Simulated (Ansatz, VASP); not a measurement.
Two plane-wave programs on Yb

File INCAR:

```
SYSTEM = Yb
PREC     = Accurate       ! precision mode
ENCUT    = 520            ! plane-wave cutoff, eV
EDIFF    = 1E-8           ! SCF threshold, eV
ISMEAR   = -1             ! smearing method
SIGMA    = 0.05           ! smearing width, eV
LREAL    = .False.        ! projectors in reciprocal space
LASPH    = .True.         ! aspherical terms in the spheres
NELM     = 100            ! most SCF steps
ALGO     = Normal         ! electronic algorithm
ISIF     = 2              ! what is computed and relaxed
LWAVE    = .False.        ! write WAVECAR
LCHARG   = .False.        ! write CHGCAR
GGA      = PE             ! functional
LEFG     = .True.       
NBANDS   = 18             ! bands
```

Contents of KPOINTS:

```
regular mesh
0
Gamma
  15 15 15
  0 0 0
```

The input POSCAR:

```
Yb
1.0
   -2.0659143288      2.0659143288      2.0659143288
    2.0659143288     -2.0659143288      2.0659143288
    2.0659143288      2.0659143288     -2.0659143288
Yb
1
Direct
    0.0000000000      0.0000000000      0.0000000000
```

Input for Ansatz:

```yaml
crystal:
  lattice:
    - [-2.0659143288, 2.0659143288, 2.0659143288]
    - [2.0659143288, -2.0659143288, 2.0659143288]
    - [2.0659143288, 2.0659143288, -2.0659143288]
  atoms:
    - { symbol: Yb, position: [0.0, 0.0, 0.0] }
kpoints:
  mp_grid: { grid: [15, 15, 15] }
scf:
  occupations: { method: fermi_dirac, width: 0.05 }
hamiltonian:
  xc: pbe
  pseudopotentials: { kind: paw }
output:
  forces: true
  stress: true
  eigenvalues: true
  efg: { contact_densities: true }
```

Change from the starting cell: volume scaled by 1.02, PAW files.

Alike in both runs: task electric field gradients; functional PBE; k mesh 15 × 15 × 15; occupations fermi-dirac, width 0.05 eV; no spin polarisation.

```csv
,VASP,Ansatz
version,VASP 6.6.1,Ansatz 0.2.0
potentials or method,"VASP PAW PBE potentials, release 64 (Yb)","PAW with Ansatz's default frozen-core files, scalar-relativistic"
plane-wave cutoff (eV),520,420
valence electrons in the cell,24,24
```

|  | VASP | Ansatz | Ansatz less VASP |
| --- | --- | --- | --- |
| pressure (GPa) | -0.7 | -0.4 | +0.29 |

Neither program's run includes spin-orbit coupling.
